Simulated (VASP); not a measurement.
Input of a VASP 6.6.1 run:

Contents of POSCAR:

```
W
1.0
   -1.5153286575      1.5983603647      1.5983603647
    1.5983603647     -1.5153286575      1.5983603647
    1.5983603647      1.5983603647     -1.5153286575
W
1
Direct
    0.0000000000      0.0000000000      0.0000000000
```

Contents of INCAR.step1:

```
SYSTEM = W
ALGO = Normal
EDIFF = 1E-4
ENCUT = 520
GGA = PE
ISMEAR = 0
LASPH = .True.
LCHARG = .False.
LREAL = .False.
LWAVE = .True.
NBANDS = 13
NELM = 60
PREC = Accurate
SIGMA = 0.15
```

File INCAR.step2:

```
SYSTEM = W
ALGO = Normal
EDIFF = 1E-7
ENCUT = 520
ISIF = 2
ISMEAR = 0
ISTART = 1
LASPH = .True.
LCHARG = .False.
LMIXTAU = .True.
LREAL = .False.
LWAVE = .False.
METAGGA = R2SCAN
NBANDS = 13
NELM = 60
PREC = Accurate
SIGMA = 0.15
```

The input KPOINTS:

```
k-points
0
Gamma
  16 16 16
  0 0 0
```

Potentials or basis: VASP PAW PBE potentials, release 64 (W_sv).

The run is started by

```bash
$ cat potpaw_PBE.64/W_sv/POTCAR > POTCAR
$ cp INCAR.step1 INCAR
$ mpirun -np 1 vasp_std > vasp.out
$ cp INCAR.step2 INCAR
$ mpirun -np 1 vasp_std > vasp.out
```

(1) Predict the band gap on the k mesh.

(2) Estimate the pressure.

## Answers

(1) zero (band 7 reaches 14.83 eV, above the bottom of band 8 at 10.05 eV).

(2) -5.1 GPa.

Caveat: the PAW data sets were made with another functional, which shifts forces and pressure a little; spin-orbit coupling is left out, which moves the levels of the heavy elements.
